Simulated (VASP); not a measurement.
# Zr (P1) in VASP: notebook, part 2 of 2

VASP 6.6.1. Earlier steps stand in the parts before.

### Step 4. Single point, PBE

INCAR reads:

```
PREC = Accurate
ENCUT = 520
EDIFF = 1E-6
ISMEAR = -1
SIGMA = 0.08
LREAL = False
LASPH = True
NELM = 60
ALGO = Normal
ISIF = 2
LWAVE = False
LCHARG = False
GGA = PE
NBANDS = 32
```

KPOINTS reads:

```
regular mesh
0
Gamma
  4 4 7
```

POSCAR reads:

```
Zr
1.0
   -3.6200000000      3.6200000000      3.6200000000
    3.6200000000     -3.6200000000      3.6200000000
    1.8100000000      1.8100000000     -1.8100000000
Zr
4
Direct
    0.0313686464      0.0031040055     -0.0178243094
    0.0032302486      0.5302223757     -0.0554720994
    0.4750535912     -0.0191928177      0.0118773481
    0.4905222376      0.4818562155      0.0224762431
```

Potentials or basis: VASP PAW PBE potentials, release 64 (Zr_sv).

Command:

```console
$ cat potpaw_PBE.64/Zr_sv/POTCAR > POTCAR
$ mpirun -np 1 vasp_std > vasp.out
```

OUTCAR:

```text
PREC = Accurate
   ENCUT = 520
   EDIFF = 1E-6
   ISMEAR = -1
   LREAL = False
   LASPH = True
   NELM = 60
   ISIF = 2
   GGA = PE

 ion  position               nearest neighbor table
   1  0.031  0.003  0.982-   3 2.80   2 2.87   4 3.06   4 3.24   4 3.33   2 3.41   3 3.48   2 3.50
                             3 3.57   3 3.71   2 3.76
   2  0.003  0.530  0.945-   1 2.87   3 3.08   4 3.11   3 3.22   4 3.23   3 3.26   4 3.37   1 3.41
                             1 3.50   1 3.76
   3  0.475  0.981  0.012-   1 2.80   2 3.08   4 3.10   4 3.17   2 3.22   2 3.26   1 3.48   1 3.57
                             4 3.59   4 3.65   1 3.71
   4  0.491  0.482  0.022-   1 3.06   3 3.10   2 3.11   3 3.17   2 3.23   1 3.24   1 3.33   2 3.37
                             3 3.59   3 3.65

  LATTYP: Found a trigonal (rhomboedric) cell.
 ALAT       =     6.0030908705
 COS(alpha) =    -0.4545454545

  Lattice vectors:

 A1 = (  -1.8100000000,  -1.8100000000,  -5.4300000000)
 A2 = (  -1.8100000000,   5.4300000000,   1.8100000000)
 A3 = (   5.4300000000,  -1.8100000000,   1.8100000000)

Analysis of symmetry for initial positions (statically):
=====================================================================
 Subroutine PRICEL returns:
 Original cell was already a primitive cell.

 Routine SETGRP: Setting up the symmetry group for a
 trigonal (rhombohedral) supercell.

 Subroutine GETGRP returns: Found  1 space group operations
 (whereof  1 operations were pure point group operations)
 out of a pool of 12 trial point group operations.

The static configuration has the point symmetry C_1 .

Analysis of symmetry for dynamics (positions and initial velocities):
=====================================================================
 Subroutine PRICEL returns:
 Original cell was already a primitive cell.

 Routine SETGRP: Setting up the symmetry group for a
 trigonal (rhombohedral) supercell.

 Subroutine GETGRP returns: Found  1 space group operations
 (whereof  1 operations were pure point group operations)
 out of a pool of 12 trial point group operations.

The dynamic configuration has the point symmetry C_1 .

 Subroutine INISYM returns: Found  1 space group operations
 (whereof  1 operations are pure point group operations),
 and found     1 'primitive' translations

----------------------------------------------------------------------------------------

                                     Primitive cell

  volume of cell :      94.8759

  direct lattice vectors                    reciprocal lattice vectors
    -3.620000000  3.620000000  3.620000000     0.000000000  0.138121547  0.138121547
     3.620000000 -3.620000000  3.620000000     0.138121547  0.000000000  0.138121547
     1.810000000  1.810000000 -1.810000000     0.276243094  0.276243094  0.000000000

  length of vectors
     6.270023923  6.270023923  3.135011962     0.195333365  0.195333365  0.390666730

  position of ions in fractional coordinates (direct lattice)
     0.031368646  0.003104005  0.982175691
     0.003230249  0.530222376  0.944527901
     0.475053591  0.980807182  0.011877348
     0.490522238  0.481856216  0.022476243

  ion indices of the primitive-cell ions
   primitive index   ion index
                 1           1
                 2           2
                 3           3
                 4           4

[... 47 lines left out ...]

 Following reciprocal coordinates:
            Coordinates               Weight
  0.000000  0.000000  0.000000      1.000000
  0.250000  0.000000  0.000000      2.000000
  0.500000  0.000000  0.000000      1.000000
  0.000000  0.250000  0.000000      2.000000
  0.250000  0.250000  0.000000      2.000000
  0.500000  0.250000 -0.000000      2.000000
[... 16 lines left out ...]
  0.000000 -0.250000  0.142857      2.000000
  0.250000 -0.250000  0.142857      2.000000
 [... further k-points ...]
   k-points           NKPTS =     58   k-points in BZ     NKDIM =     58   number of bands    NBANDS=     32
   number of dos      NEDOS =    301   number of ions     NIONS =      4
   total plane-waves  NPLWV =  55296
   dimension x,y,z NGX =    48 NGY =   48 NGZ =   24
   dimension x,y,z NGXF=    96 NGYF=   96 NGZF=   48
   ions per type =               4
   NGX,Y,Z   is equivalent  to a cutoff of  12.73, 12.73, 12.73 a.u.
   NGXF,Y,Z  is equivalent  to a cutoff of  25.45, 25.45, 25.45 a.u.
 SYSTEM =  unknown system
   PREC   = accura    normal or accurate (medium, high low for compatibility)
   ISTART =      0    job   : 0-new  1-cont  2-samecut
   ICHARG =      2    charge: 1-file 2-atom 10-const
   ISPIN  =      1    spin polarized calculation?
   LNONCOLLINEAR =      F non collinear calculations
   LSORBIT =      F    spin-orbit coupling
   LASPH  =      T    aspherical Exc in radial PAW
   ENCUT  =  520.0 eV  38.22 Ry    6.18 a.u.  11.66 11.66  5.83*2*pi/ulx,y,z
   NELM   =     60;   NELMIN=  2; NELMDL= -5     # of ELM steps
   EDIFF  = 0.1E-05   stopping-criterion for ELM
   LREAL  =      F    real-space projection
   EDIFFG = 0.1E-04   stopping-criterion for IOM
   NSW    =      0    number of steps for IOM
   IBRION =     -1    ionic relax: 0-MD 1-quasi-New 2-CG
   NFREE  =      0    steps in history (QN), initial steepest desc. (CG)
   ISIF   =      2    stress and relaxation
   ISYM   =      2    0-nonsym 1-usesym 2-fastsym
   POTIM  = 0.5000    time-step for ionic-motion
   TEBEG  =    0.0;   TEEND  =   0.0 temperature during run
   PSTRESS=    0.0 pullay stress
   NELECT =      48.0000    total number of electrons
   NUPDOWN=      -1.0000    fix difference up-down
   EMIN   =  10.00;   EMAX   =-10.00  energy-range for DOS
   EFERMI =   0.00;   METHOD = LEGACY
   ISMEAR =    -1;   SIGMA  =   0.08  broadening in eV -4-tet -1-fermi 0-gaus
   EFERMI_NEDOS =   21; number of points for ismear=-14 and -15
   IALGO  =     38    algorithm
   IMIX   =      4    mixing-type and parameters
     AMIX     =   0.40;   BMIX     =  1.00
     AMIX_MAG =   1.60;   BMIX_MAG =  1.00
  volume/ion in A,a.u.               =      23.72       160.06
  Fermi-wavevector in a.u.,A,eV,Ry     =   1.304478  2.465105 23.152520  1.701662
  Thomas-Fermi vector in A             =   2.435411
   LORBIT       =      0    0 simple, 1 ext, 2 COOP (PROOUT), +10 PAW based schemes
   GGA     = PE    functional components
   LHFCALC =     F    Hartree Fock is set to
   AEXX    =    0.0000 exact exchange contribution
   IVDW    =     0    specifies the selected vdW correction
   LEPSILON=     F    determine dielectric tensor
   LRPA    =     F    only Hartree local field effects (RPA)
 non-spin polarized calculation
  energy-cutoff  :      520.00
  volume of cell :       94.88
 maximum number of plane-waves:      2574
 NGX is ok and might be reduce to    48
   NGX = 23   NGY = 23   NGZ = 11

 number of electron      48.0000000 magnetization

 Free energy of the ion-electron system (eV)
  ---------------------------------------------------
  ext. energy  EPLUGINS =         0.00000000
  ---------------------------------------------------
  free energy    TOTEN  =       -33.64612403 eV

  energy without entropy =      -33.50483222  energy(sigma->0) =      -33.57547813

 E-fermi :   8.4859     XC(G=0): -10.9647

 val. band max:        8.4758138315   @ k =   0.5000   0.5000   0.0000
 cond. band min:       8.4999427995   @ k =   0.5000   0.5000   0.2857
 fundamental gap:      0.0241289680
 Fermi energy:         8.4859160340

 k-point     1 :       0.0000    0.0000    0.0000
  band No.  band energies     occupation
      1     -40.0596      2.00000
      2     -39.9340      2.00000
      3     -39.8864      2.00000
      4     -39.8233      2.00000
      5     -18.6175      2.00000
      6     -18.5367      2.00000
[... 829 lines left out ...]
     31      10.7505      0.00000
     32      10.9679      0.00000

 [... further k-points ...]

------------------------ aborting loop because EDIFF is reached ----------------------------------------

  FORCE on cell =-STRESS in cart. coord.  units (eV):
  Direction    XX          YY          ZZ          XY          YZ          ZX
  --------------------------------------------------------------------------------------
  -------------------------------------------------------------------------------------
  Total       -0.4109629     -0.6964539     -0.5394472     -0.7177659     -0.3568563     -0.3144518
  in kB       -6.9399685    -11.7610820     -9.1096946    -12.1209783     -6.0262659     -5.3101757
  external PRESSURE =      -9.2702484 kB  Pullay stress =       0.0000000 kB

 VOLUME and BASIS-vectors are now :
 -----------------------------------------------------------------------------
  energy-cutoff  :      520.00
  volume of cell :       94.88
      direct lattice vectors                 reciprocal lattice vectors
    -3.620000000  3.620000000  3.620000000     0.000000000  0.138121547  0.138121547
     3.620000000 -3.620000000  3.620000000     0.138121547  0.000000000  0.138121547
     1.810000000  1.810000000 -1.810000000     0.276243094  0.276243094  0.000000000

 POSITION                                       TOTAL-FORCE (eV/Angst)
 -----------------------------------------------------------------------------------
      1.67542      1.88006     -1.65295         0.843409     -1.117021     -0.094845
      3.61731     -0.19812      0.22150        -0.507135      0.276294     -0.483318
      1.85233     -1.80933      5.24872        -0.478753      0.605847      0.505579
      0.00931      0.07205      3.47933         0.142480      0.234879      0.072584
 -----------------------------------------------------------------------------------
    total drift:                                0.000042      0.000094      0.000167

  FREE ENERGIE OF THE ION-ELECTRON SYSTEM (eV)
  ---------------------------------------------------
  free  energy   TOTEN  =       -33.6461240347 eV

  energy  without entropy=      -33.5048322181  energy(sigma->0) =      -33.57547813
```

It took 4.8 min on 1 thread of Intel Xeon 8259CL, shared host; peak memory 0.29 GiB.

What came out:

* Free energy: -33.6461 eV
* Pressure: -0.9 GPa
* Largest force: 1.403 eV/Å
* Band gap on the k mesh: zero (bands 24 and 25 overlap by 1.01 eV)

Forces in eV/Å, atoms in the order of the input:
```
Zr   0.843 -1.117 -0.095
Zr  -0.507  0.276 -0.483
Zr  -0.479  0.606  0.506
Zr   0.142  0.235  0.073
```

Stress tensor (GPa, compression positive):
```
-0.69 -1.21 -0.53
-1.21 -1.18 -0.60
-0.53 -0.60 -0.91
```

Caveat: forces of over 1 eV/Å act on the atoms, so gaps and moduli don't describe the material at rest.

### Step 5. The runs side by side

| cell | gap on the mesh (eV) | pressure (GPa) | largest force (eV/Å) |
| --- | --- | --- | --- |
| as given, atomic positions A | none | -2.3 | 0.46 |
| as given, atomic positions B | none | -1.8 | 0.90 |
| as given, atomic positions C | none | -0.9 | 1.40 |

Alike in all rows: task single point; level PBE; potentials or basis VASP PAW PBE potentials, release 64 (Zr_sv); no spin polarisation; k mesh 4 × 4 × 7; cutoff (eV) 520; smearing fermi-dirac 0.08 eV.

Caveats: forces of over 1 eV/Å act on the atoms, so gaps and moduli don't describe the material at rest (at least some runs).

Absolute energies hang on the potentials; compare differences alone.

The gap in the log of VASP goes by the Fermi energy; the results here count the filled bands.